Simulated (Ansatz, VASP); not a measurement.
**Two plane-wave programs on BaTiO3**

```
CELL_PARAMETERS angstrom
3.98545 0.00000 0.00000
0.00000 3.98545 0.00000
0.00000 0.00000 4.20048
ATOMIC_POSITIONS crystal
Ba 0.50000 0.50000 0.59128
Ti 0.00000 0.00000 0.10842
O 0.00000 0.50000 0.06024
O 0.50000 0.00000 0.06024
O 0.00000 0.00000 0.53981
```

Alike in both runs: functional PBE; k mesh 8 × 8 × 8; occupations gaussian, width 0.02 eV; no spin polarisation.

Ansatz relaxed the structure, and its values are those at the end. VASP's run is a single point on that final structure, the one shown.

|  | VASP | Ansatz |
| --- | --- | --- |
| version | VASP 6.6.1 | Ansatz 0.2.0 |
| potentials or method | VASP PAW PBE potentials, release 64 (Ba_sv, Ti_sv, O), cutoff 520 eV | scalar-relativistic, plane waves, PAW |
| valence electrons in the cell | 40 | 40 |

Ansatz gave:

```
gap on the k mesh at the Fermi level (eV) : 1.84
least direct gap on the mesh (eV)         : 2.39
pressure (GPa)                            : 0.0
rms of the force components (eV/Å)        : 0.001
```

Problem. Which values does VASP return?

Solution. gap on the k mesh at the Fermi level (eV): 1.79; least direct gap on the mesh (eV): 2.35; pressure (GPa): 1.6; rms of the force components (eV/Å): 0.034.

Spin-orbit coupling is off throughout.
